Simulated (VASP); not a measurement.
**KNb3O: single point with PBE**

Crystal: KNb3O.

```
K Nb O
1.0
     4.43352    0.00000    0.00000
     0.00000    4.43352    0.00000
     0.00000    0.00000    4.43352
K Nb O
1 3 1
Cartesian
  0.0000 0.0000 0.0000
  2.2168 2.2168 0.0000
  2.2168 0.0000 2.2168
  0.0000 2.2168 2.2168
  2.2168 2.2168 2.2168
```

The cell was built from a structure type or drawn by symmetry, and may not be a known phase.

```json
{"Program": "VASP 6.6.1", "Task": "single point", "Functional": "PBE", "Potentials or basis": "VASP PAW PBE potentials, release 64 (K_sv, Nb_sv, O)", "Cutoff": "520 eV", "k mesh": "8 × 8 × 8", "Occupations": "gaussian, width 0.1 eV", "Spin": "no spin polarisation"}
```

The pressure is 0.0 GPa and the band gap on the k mesh is zero (bands 27 and 28 overlap by 1.17 eV).

Levels at points of the mesh, in eV from the Fermi level:
```tsv
k point	band 25	band 26	band 27	band 28	band 29	band 30
(0.00, 0.00, 0.00)	-2.71	-2.71	0.77	0.77	0.77	1.91
(0.50, 0.00, 0.00)	-1.03	-1.03	-0.14	0.42	0.77	0.77
(0.50, 0.50, 0.00)	-0.72	-0.58	-0.58	-0.40	-0.03	0.62
(0.50, 0.50, 0.50)	-0.45	-0.45	-0.45	1.48	1.48	2.12
```

Run time: 3.3 min on 1 thread of Intel Xeon 8259CL (shared host), peak memory 0.26 GiB.
